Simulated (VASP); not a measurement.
Runs of VASP 6.6.1 on CsH. The structure is that of space group I4/mmm (No. 139), or close to it. The cells are those of the table. 

```csv
cell,gap on the mesh (eV),pressure (GPa)
"a = 4.419, b = 4.419, c = 4.509 Å, angles 59.3, 59.3, 61.3°, 2 atoms",2.60,0.5
"a = 4.239, b = 4.239, c = 4.328 Å, angles 59.3, 59.3, 61.4°, 2 atoms",2.41,2.4
"a = 4.427, b = 4.427, c = 4.148 Å, angles 62.1, 62.1, 55.9°, 2 atoms",(a),2.2
"a = 4.332, b = 4.332, c = 4.148 Å, angles 61.4, 61.4, 57.2°, 2 atoms",(b),(d)
"a = 4.523, b = 4.523, c = 4.148 Å, angles 62.7, 62.7, 54.6°, 2 atoms",2.39,(c)
"a = 4.332, b = 4.332, c = 4.509 Å, angles 58.6, 58.6, 62.7°, 2 atoms",2.51,1.2
```

Alike in all rows: task single point; level r2SCAN; potentials or basis VASP PAW PBE potentials, release 64 (Cs_sv, H); no spin polarisation; k mesh 6 × 6 × 6; cutoff (eV) 520; smearing gaussian 0.05 eV.

Q: Estimate the missing entries.

A: (a) 2.38; (b) 2.37; (c) 1.8; (d) 2.6.

Caveats: the PAW data sets were made with another functional, which shifts forces and pressure a little; spin-orbit coupling is left out, which moves the levels of the heavy elements.

A k mesh can miss the band edges, and the runs leave out spin-orbit coupling on Cs.
